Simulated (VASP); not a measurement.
Here is a VASP 6.6.1 calculation.

INCAR

```
PREC     = Accurate       # precision mode
ENCUT    = 550            # plane-wave cutoff, eV
EDIFF    = 1E-6           # SCF threshold, eV
ISMEAR   = 0              # smearing method
SIGMA    = 0.1            # smearing width, eV
LREAL    = F              # projectors in reciprocal space
LASPH    = T              # aspherical terms in the spheres
NELM     = 300            # most SCF steps
ALGO     = All            # electronic algorithm
ISIF     = 2              # what is computed and relaxed
LWAVE    = F              # write WAVECAR
LCHARG   = F              # write CHGCAR
GGA      = PE             # functional
NBANDS   = 39             # bands
GGA_COMPAT= F            
ISEARCH  = 1            
KPAR     = 4
```

The input KPOINTS:

```
Automatic mesh
0
Gamma
  10 10 10
```

File POSCAR:

```
Ti4Mo
1.0
   -3.4663547593      3.4663547593      1.5466152585
    3.4663547593     -3.4663547593      1.5466152585
    3.4663547593      3.4663547593     -1.5466152585
Ti Mo
4 1
Direct
    0.2134697398      0.5913777477      0.8048474875
    0.5913777477      0.7865302602      0.3779080079
    0.4086222523      0.2134697398      0.6220919921
    0.7865302602      0.4086222523      0.1951525125
    0.0000000000      0.0000000000      0.0000000000
```

Potentials or basis: VASP PAW PBE potentials, release 64 (Ti_sv, Mo_sv).

Launch:

```sh
$ cat potpaw_PBE.64/Ti_sv/POTCAR potpaw_PBE.64/Mo_sv/POTCAR > POTCAR
$ mpirun -np 4 vasp_std > vasp.out
```

What does it give for the pressure?

19.1 GPa.

Predict the band gap on the k mesh.

zero (bands 31 and 32 overlap by 1.08 eV).

What does it give for the largest force?

0.016 eV/Å.

Forces on the atoms (eV/Å):
```
Ti   0.004 -0.015  0.000
Ti   0.015  0.004  0.000
Ti  -0.015 -0.004  0.000
Ti  -0.004  0.015  0.000
Mo   0.000  0.000  0.000
```

Caveat: the cell stands under pressure.
